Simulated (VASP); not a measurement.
# Ru (P6_3/mmc) in VASP: further runs, part 2 of 2

VASP 6.6.1.

### 3 Single point, PBEsol (volume 13.321 Å^3 an atom, c/a of the conventional cell 1.5558)

INCAR reads:

```
PREC     = Accurate       # precision mode
ENCUT    = 520            # plane-wave cutoff, eV
EDIFF    = 1E-6           # SCF threshold, eV
ISMEAR   = 0              # smearing method
SIGMA    = 0.15           # smearing width, eV
LREAL    = False          # projectors in reciprocal space
LASPH    = True           # aspherical terms in the spheres
NELM     = 100            # most SCF steps
ALGO     = Fast           # electronic algorithm
ISIF     = 2              # what is computed and relaxed
LWAVE    = False          # write WAVECAR
LCHARG   = True           # write CHGCAR
GGA      = PS             # functional
LELF     = True           # ELF
LVHAR    = True         
NBANDS   = 21             # bands
```

KPOINTS reads:

```
regular mesh
0
Gamma
  21 21 12
```

POSCAR reads:

```
Ru
1.0
    2.7041265680      0.0000000000      0.0000000000
   -1.3520632840      2.3418423030      0.0000000000
    0.0000000000      0.0000000000      4.2070801145
Ru
2
Direct
    0.3333333333      0.6666666667      0.2500000000
    0.6666666667      0.3333333333      0.7500000000
```

Potentials or basis: VASP PAW PBE potentials, release 64 (Ru_pv).

Run with:

```sh
$ cat potpaw_PBE.64/Ru_pv/POTCAR > POTCAR
$ mpirun -np 1 vasp_std > vasp.out
```

It took 1.8 min on 1 thread of AMD EPYC 7R13 (Zen 3), shared host; peak memory 0.22 GiB.

The run converged. Its results:

* Free energy: -20.3449 eV
* Pressure: 0.3 GPa
* Band gap on the k mesh: zero (band 14 reaches 14.61 eV, above the bottom of band 15 at 11.29 eV)

Stress tensor (GPa, compression positive):
```
-2.04  0.00  0.00
 0.00 -2.04  0.00
 0.00  0.00  4.93
```

Levels at points of the mesh, in eV from the Fermi level:
```
           k point  band 10  band 11  band 12  band 13  band 14  band 15  band 16  band 17  band 18  band 19
(0.00, 0.00, 0.00)    -2.72    -2.35    -1.97    -1.97    -1.58    -1.58     1.21     1.21     1.45    10.22
(0.00, 0.00, 0.50)    -2.93    -2.93    -2.93    -2.72    -2.72     0.57     0.57     0.57     0.57    10.24
```

Caveat: the PAW data sets were made with another functional, which shifts forces and pressure a little.

### 4 Single point, PBEsol (volume 13.321 Å^3 an atom, c/a of the conventional cell 1.4828)

INCAR reads:

```
ALGO = Fast ; EDIFF = 1E-7
ENCUT = 520 ; GGA = PS
ISIF = 2 ; ISMEAR = 0
LASPH = True ; LCHARG = True
LELF = True ; LREAL = False
LVHAR = True ; LWAVE = False
NBANDS = 21 ; NELM = 80
PREC = Accurate ; SIGMA = 0.15
```

KPOINTS reads:

```
k-points
0
Gamma
  21 21 12
```

POSCAR reads:

```
Ru
1.0
    2.7477934147      0.0000000000      0.0000000000
   -1.3738967073      2.3796589015      0.0000000000
    0.0000000000      0.0000000000      4.0744280754
Ru
2
Direct
    0.3333333333      0.6666666667      0.2500000000
    0.6666666667      0.3333333333      0.7500000000
```

Potentials or basis: VASP PAW PBE potentials, release 64 (Ru_pv).

Run with:

```sh
$ cat potpaw_PBE.64/Ru_pv/POTCAR > POTCAR
$ mpirun -np 1 vasp_std > vasp.out
```

OUTCAR:

```text
EDIFF = 1E-7
   ENCUT = 520
   GGA = PS
   ISIF = 2
   ISMEAR = 0
   LASPH = True
   LREAL = False
   NELM = 80
   PREC = Accurate

 ion  position               nearest neighbor table
   1  0.333  0.667  0.250-   2 2.58   2 2.58   2 2.58   2 2.58   2 2.58   2 2.58
   2  0.667  0.333  0.750-   1 2.58   1 2.58   1 2.58   1 2.58   1 2.58   1 2.58

  LATTYP: Found a hexagonal cell.
 ALAT       =     2.7477934147
 C/A-ratio  =     1.4828000000

  Lattice vectors:

[... 765 lines left out ...]

------------------------ aborting loop because EDIFF is reached ----------------------------------------

  FORCE on cell =-STRESS in cart. coord.  units (eV):
  Direction    XX          YY          ZZ          XY          YZ          ZX
  --------------------------------------------------------------------------------------
  -------------------------------------------------------------------------------------
  Total       -1.2208377     -1.2208377      3.6485913     -0.0000000      0.0000000     -0.0000000
  in kB      -73.4180854    -73.4180854    219.4170416     -0.0000000      0.0000000     -0.0000000
  external PRESSURE =      24.1936236 kB  Pullay stress =       0.0000000 kB

 VOLUME and BASIS-vectors are now :
 -----------------------------------------------------------------------------
  energy-cutoff  :      520.00
  volume of cell :       26.64
      direct lattice vectors                 reciprocal lattice vectors
     2.747793415  0.000000000  0.000000000     0.363928378  0.210114147  0.000000000
    -1.373896707  2.379658902  0.000000000     0.000000000  0.420228294  0.000000000
     0.000000000  0.000000000  4.074428075     0.000000000  0.000000000  0.245433219

 POSITION                                       TOTAL-FORCE (eV/Angst)
 -----------------------------------------------------------------------------------
     -0.00000      1.58644      1.01861         0.000000      0.000000      0.000000
      1.37390      0.79322      3.05582        -0.000000     -0.000000      0.000000
 -----------------------------------------------------------------------------------
    total drift:                               -0.000000      0.000000     -0.000000

  FREE ENERGIE OF THE ION-ELECTRON SYSTEM (eV)
  ---------------------------------------------------
  free  energy   TOTEN  =       -20.2476277151 eV

  energy  without entropy=      -20.2300808202  energy(sigma->0) =      -20.23885427
```

OSZICAR:

```text
N       E                     dE             d eps       ncg     rms          rms(c)
DAV:   1     0.285605549305E+03    0.28561E+03   -0.17520E+04 14144   0.149E+03
DAV:   2    -0.158512322432E+02   -0.30146E+03   -0.29204E+03 14467   0.445E+02
DAV:   3    -0.217618594484E+02   -0.59106E+01   -0.58786E+01 16537   0.696E+01
DAV:   4    -0.218060043523E+02   -0.44145E-01   -0.44087E-01 17814   0.576E+00
DAV:   5    -0.218065854717E+02   -0.58112E-03   -0.57726E-03 16053   0.581E-01    0.204E+01
RMM:   6    -0.203583878312E+02    0.14482E+01   -0.30821E+00 14511   0.146E+01    0.540E+00
RMM:   7    -0.202570026454E+02    0.10139E+00   -0.41603E-01 15631   0.479E+00    0.102E+00
RMM:   8    -0.202488157386E+02    0.81869E-02   -0.24747E-02 16044   0.151E+00    0.528E-01
RMM:   9    -0.202475869985E+02    0.12287E-02   -0.34208E-03 16302   0.505E-01    0.758E-02
RMM:  10    -0.202476222631E+02   -0.35265E-04   -0.58884E-04 16779   0.218E-01    0.276E-02
RMM:  11    -0.202476280296E+02   -0.57664E-05   -0.98201E-05 17699   0.639E-02    0.114E-02
RMM:  12    -0.202476278865E+02    0.14310E-06   -0.14739E-05 18183   0.259E-02    0.198E-03
RMM:  13    -0.202476277993E+02    0.87131E-07   -0.16582E-06 15740   0.721E-03    0.110E-03
RMM:  14    -0.202476277151E+02    0.84252E-07   -0.25047E-07 12297   0.320E-03
   1 F= -.20247628E+02 E0= -.20238854E+02  d E =-.175469E-01
```

It took 1.9 min on 1 thread of AMD EPYC 7R13 (Zen 3), shared host; peak memory 0.22 GiB.

Results:

| Quantity | Value |
| --- | --- |
| Free energy | -20.2476 eV |
| Pressure | 2.4 GPa |
| Band gap on the k mesh | zero (band 14 reaches 14.42 eV, above the bottom of band 15 at 11.18 eV) |

Stress tensor (GPa, compression positive):
```
-7.34  0.00  0.00
 0.00 -7.34  0.00
 0.00  0.00 21.94
```

Caveat: the PAW data sets were made with another functional, which shifts forces and pressure a little.

### 5 Overview

| cell | further INCAR settings | gap on the mesh (eV) | pressure (GPa) |
| --- | --- | --- | --- |
| a = 2.675, b = 2.675, c = 4.298 Å, angles 90.0, 90.0, 120.0°, 2 atoms | ALGO = Fast; EDIFF = 1e-06; NBANDS = 21 | none | -0.1 |
| a = 2.704, b = 2.704, c = 4.207 Å, angles 90.0, 90.0, 120.0°, 2 atoms | ALGO = Fast; EDIFF = 1e-06; NBANDS = 21 | none | 0.3 |
| a = 2.748, b = 2.748, c = 4.074 Å, angles 90.0, 90.0, 120.0°, 2 atoms | ALGO = Fast; EDIFF = 1e-07; NBANDS = 21 | none | 2.4 |

Alike in all rows: task single point; level PBEsol; potentials or basis VASP PAW PBE potentials, release 64 (Ru_pv); no spin polarisation; k mesh 21 × 21 × 12; cutoff (eV) 520; smearing gaussian 0.15 eV.

Caveats: the PAW data sets were made with another functional, which shifts forces and pressure a little.

Absolute energies hang on the potentials; compare differences alone.
